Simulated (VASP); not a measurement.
# K (Fm-3m) in VASP: a series of runs, part 2 of 2

VASP 6.6.1.

### 4 Single point, r2SCAN

Contents of POSCAR:

```
K
1.0
    0.0000000000      3.3703435831      3.3703435831
    3.3703435831      0.0000000000      3.3703435831
    3.3703435831      3.3703435831      0.0000000000
K
1
Direct
    0.0000000000      0.0000000000      0.0000000000
```

Contents of INCAR.step1:

```
SYSTEM = K
  PREC = Accurate
  ENCUT = 520
  ISMEAR = -1
  SIGMA = 0.1
  LREAL = .False.
  LASPH = .True.
  NELM = 80
  NBANDS = 10
  GGA = PE
  ALGO = Normal
  EDIFF = 1E-4
  LWAVE = .True.
  LCHARG = .False.
```

Contents of INCAR.step2:

```
SYSTEM = K
  PREC = Accurate
  ENCUT = 520
  EDIFF = 1E-6
  ISMEAR = -1
  SIGMA = 0.1
  LREAL = .False.
  LASPH = .True.
  NELM = 80
  ALGO = Normal
  ISIF = 2
  LWAVE = .False.
  LCHARG = .False.
  METAGGA = R2SCAN
  LMIXTAU = .True.
  NBANDS = 10
  ISTART = 1
```

Contents of KPOINTS:

```
Automatic mesh
0
Gamma
  8 8 8
  0 0 0
```

Potentials or basis: VASP PAW PBE potentials, release 64 (K_sv).

The run is started by

```
$ cat potpaw_PBE.64/K_sv/POTCAR > POTCAR
$ cp INCAR.step1 INCAR
$ mpirun -np 1 vasp_std > vasp.out
$ cp INCAR.step2 INCAR
$ mpirun -np 1 vasp_std > vasp.out
```

OUTCAR:

```text
SYSTEM = K
   PREC = Accurate
   ENCUT = 520
   EDIFF = 1E-6
   ISMEAR = -1
   LREAL = .False.
   LASPH = .True.
   NELM = 80
   ISIF = 2
   METAGGA = R2SCAN
   ISTART = 1

 ion  position               nearest neighbor table
   1  0.000  0.000  0.000-

  LATTYP: Found a face centered cubic cell.
 ALAT       =     6.7406871662

  Lattice vectors:

 A1 = (   0.0000000000,   3.3703435831,   3.3703435831)
 A2 = (   3.3703435831,   0.0000000000,   3.3703435831)
 A3 = (   3.3703435831,   3.3703435831,   0.0000000000)

Analysis of symmetry for initial positions (statically):
=====================================================================
 Subroutine PRICEL returns:
 Original cell was already a primitive cell.

 Routine SETGRP: Setting up the symmetry group for a
 face centered cubic supercell.

 Subroutine GETGRP returns: Found 48 space group operations
 (whereof 48 operations were pure point group operations)
 out of a pool of 48 trial point group operations.

The static configuration has the point symmetry O_h .

Analysis of symmetry for dynamics (positions and initial velocities):
=====================================================================
 Subroutine PRICEL returns:
 Original cell was already a primitive cell.

 Routine SETGRP: Setting up the symmetry group for a
 face centered cubic supercell.

 Subroutine GETGRP returns: Found 48 space group operations
 (whereof 48 operations were pure point group operations)
 out of a pool of 48 trial point group operations.

The dynamic configuration has the point symmetry O_h .

 Subroutine INISYM returns: Found 48 space group operations
 (whereof 48 operations are pure point group operations),
 and found     1 'primitive' translations

----------------------------------------------------------------------------------------

                                     Primitive cell

[... 104 lines left out ...]
   EFERMI_NEDOS =   21; number of points for ismear=-14 and -15
   IALGO  =     38    algorithm
   IMIX   =      4    mixing-type and parameters
     AMIX     =   0.40;   BMIX     =  1.00
     AMIX_MAG =   1.60;   BMIX_MAG =  1.00
  volume/ion in A,a.u.               =      76.57       516.71
  Fermi-wavevector in a.u.,A,eV,Ry     =   0.801933  1.515434  8.749863  0.643097
  Thomas-Fermi vector in A             =   1.909515
   LORBIT       =      0    0 simple, 1 ext, 2 COOP (PROOUT), +10 PAW based schemes
   METAGGA = R2SCAN    functional components
   LHFCALC =     F    Hartree Fock is set to
   AEXX    =    0.0000 exact exchange contribution
   IVDW    =     0    specifies the selected vdW correction
   LEPSILON=     F    determine dielectric tensor
   LRPA    =     F    only Hartree local field effects (RPA)
 non-spin polarized calculation
  energy-cutoff  :      520.00
  volume of cell :       76.57
 maximum number of plane-waves:      2085
   NGX = 17   NGY = 17   NGZ = 17

 number of electron       9.0000001 magnetization

 Free energy of the ion-electron system (eV)
  ---------------------------------------------------
  ext. energy  EPLUGINS =         0.00000000
  ---------------------------------------------------
  free energy    TOTEN  =        -6.02208299 eV

  energy without entropy =       -5.99623454  energy(sigma->0) =       -6.00915877

 E-fermi :  -0.1800     XC(G=0):  -5.8093

 val. band max:       -0.3052591732   @ k =  -0.3750   0.1250   0.0000
 cond. band min:      -0.1004767471   @ k =   0.5000   0.3750   0.1250
 fundamental gap:      0.2047824260
 Fermi energy:        -0.1800376593

 k-point     1 :       0.0000    0.0000    0.0000
  band No.  band energies     occupation
      1     -33.8285      2.00000
      2     -16.5029      2.00000
      3     -16.5029      2.00000
      4     -16.5029      2.00000
      5      -2.4021      2.00000
      6       4.4654      0.00000
      7       4.4654      0.00000
      8       4.4654      0.00000
      9       5.7868      0.00000
     10       5.7868      0.00000
[... 287 lines left out ...]
 k-point    24 :      -0.3750    0.2500    0.1250
  band No.  band energies     occupation
      1     -33.8247      2.00000
      2     -16.5542      2.00000
      3     -16.5264      2.00000
      4     -16.5159      2.00000
      5       0.6049      0.00078
      6       0.7946      0.00012
      7       2.9697      0.00000
      8       4.2312      0.00000
      9       5.6071      0.00000
     10       6.4098      0.00000

 [... further k-points ...]
[... 5 lines left out ...]
  --------------------------------------------------------------------------------------
  -------------------------------------------------------------------------------------
  Total        0.0005196      0.0005196      0.0005196      0.0000000      0.0000000      0.0000000
  in kB        0.0108721      0.0108721      0.0108721      0.0000000      0.0000000      0.0000000
  external PRESSURE =       0.0108721 kB  Pullay stress =       0.0000000 kB

 VOLUME and BASIS-vectors are now :
 -----------------------------------------------------------------------------
  energy-cutoff  :      520.00
  volume of cell :       76.57
      direct lattice vectors                 reciprocal lattice vectors
     0.000000000  3.370343583  3.370343583    -0.148352827  0.148352827  0.148352827
     3.370343583  0.000000000  3.370343583     0.148352827 -0.148352827  0.148352827
     3.370343583  3.370343583  0.000000000     0.148352827  0.148352827 -0.148352827

 POSITION                                       TOTAL-FORCE (eV/Angst)
 -----------------------------------------------------------------------------------
      0.00000      0.00000      0.00000        -0.000000     -0.000000      0.000000
 -----------------------------------------------------------------------------------
    total drift:                               -0.000000     -0.000000     -0.000000

  FREE ENERGIE OF THE ION-ELECTRON SYSTEM (eV)
  ---------------------------------------------------
  free  energy   TOTEN  =        -6.0220829869 eV

  energy  without entropy=       -5.9962345435  energy(sigma->0) =       -6.00915877
```

OSZICAR.step1:

```text
N       E                     dE             d eps       ncg     rms          rms(c)
DAV:   1     0.484449401937E+02    0.48445E+02   -0.35846E+03   580   0.690E+02
DAV:   2     0.757566315421E+00   -0.47687E+02   -0.47041E+02   612   0.191E+02
DAV:   3    -0.984530877043E+00   -0.17421E+01   -0.17353E+01   904   0.301E+01
DAV:   4    -0.105608631295E+01   -0.71555E-01   -0.71387E-01   764   0.472E+00
DAV:   5    -0.105761594170E+01   -0.15296E-02   -0.15294E-02   894   0.571E-01    0.190E+00
DAV:   6    -0.105786166737E+01   -0.24573E-03   -0.13233E-03   874   0.232E-01    0.117E+00
DAV:   7    -0.105824923830E+01   -0.38757E-03   -0.25526E-03   896   0.323E-01    0.536E-02
DAV:   8    -0.105830669090E+01   -0.57453E-04   -0.95377E-05   586   0.119E-01
   1 F= -.10583067E+01 E0= -.10444630E+01  d E =-.276873E-01
```

Wall time 94 s (1 thread of AMD EPYC 7R43 (Zen 3), shared host); peak memory 0.18 GiB.

Results:

- Free energy: -6.0221 eV
- Pressure: 0.0 GPa
- Band gap on the k mesh: zero (an odd number of electrons rules out a gap without spin polarisation)

Levels at points of the mesh, in eV from the Fermi level:
```csv
k point,band 2,band 3,band 4,band 5,band 6,band 7,band 8,band 9
"(0.00, 0.00, 0.00)",-16.32,-16.32,-16.32,-2.22,4.65,4.65,4.65,5.97
"(0.50, 0.00, 0.00)",-16.38,-16.33,-16.33,0.48,0.50,4.40,4.40,6.73
"(0.50, 0.50, 0.00)",-16.38,-16.34,-16.34,1.05,1.40,2.59,5.25,5.25
```

Caveat: the PAW data sets were made with another functional, which shifts forces and pressure a little.

### 5 The runs side by side

| level | k mesh | cutoff (eV) | grid for exact exchange (PRECFOCK) | share of exact exchange | gap on the mesh (eV) | pressure (GPa) |
| --- | --- | --- | --- | --- | --- | --- |
| r2SCAN | 4 × 4 × 4 | 550 | - | - | none | 0.1 |
| r2SCAN0 | 4 × 4 × 4 | 440 | Normal | 0.25 | none | 0.1 |
| r2SCAN | 8 × 8 × 8 | 520 | - | - | none | 0.0 |

Alike in all rows: task single point; potentials or basis VASP PAW PBE potentials, release 64 (K_sv); no spin polarisation; cell a = 4.766 Å, angles 60.0°, 1 atom; smearing fermi-dirac 0.1 eV.

Caveats: some runs use coarse meshes; the PAW data sets were made with another functional, which shifts forces and pressure a little.

Total energies depend on the potentials used, so only differences within one code and one set of settings carry meaning.
